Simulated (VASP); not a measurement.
A run of VASP 6.6.1 is set up as follows.

Contents of INCAR:

```
  PREC = Accurate
  ENCUT = 520
  EDIFF = 1E-6
  ISMEAR = 0
  SIGMA = 0.15
  LREAL = F
  LASPH = T
  NELM = 100
  ALGO = Fast
  ISIF = 2
  LWAVE = F
  LCHARG = F
  GGA = PE
  IVDW = 12
  NBANDS = 22
```

Contents of KPOINTS:

```
regular mesh
0
Gamma
  16 16 2
```

File POSCAR:

```
Al
1.0
   -2.8144222649      0.0000000000      0.0000000000
   -1.4072111325     -2.4373611784      0.0000000000
   -0.4690703775     -0.8124537261     18.4820941423
Al
8
Direct
    1.0000000000      0.9791666667      0.0625000000
    1.0000000000      0.8125000000      0.5625000000
    0.3333333333      0.1041666667      0.6875000000
    0.3333333333      0.2708333333      0.1875000000
    0.0000000000     -0.2708333333      0.8125000000
    0.0000000000     -0.1041666667      0.3125000000
    0.6666666667      0.3541666667      0.9375000000
    0.6666666667      0.5208333333      0.4375000000
```

Potentials or basis: VASP PAW PBE potentials, release 64 (Al).

Launch:

```console
$ cat potpaw_PBE.64/Al/POTCAR > POTCAR
$ mpirun -np 1 vasp_std > vasp.out
```

Estimate the pressure.

0.9 GPa.

Predict the band gap on the k mesh.

zero (bands 12 and 13 overlap by 5.61 eV).

Forces on the atoms (eV/Å):
```
Al  -0.264  0.404  0.681
Al   0.000  0.002 -0.013
Al  -0.009  0.004 -0.009
Al   0.033  0.007  0.011
Al   0.026  0.022  0.053
Al  -0.007  0.008  0.003
Al   0.219 -0.447 -0.731
Al   0.002 -0.001  0.005
```
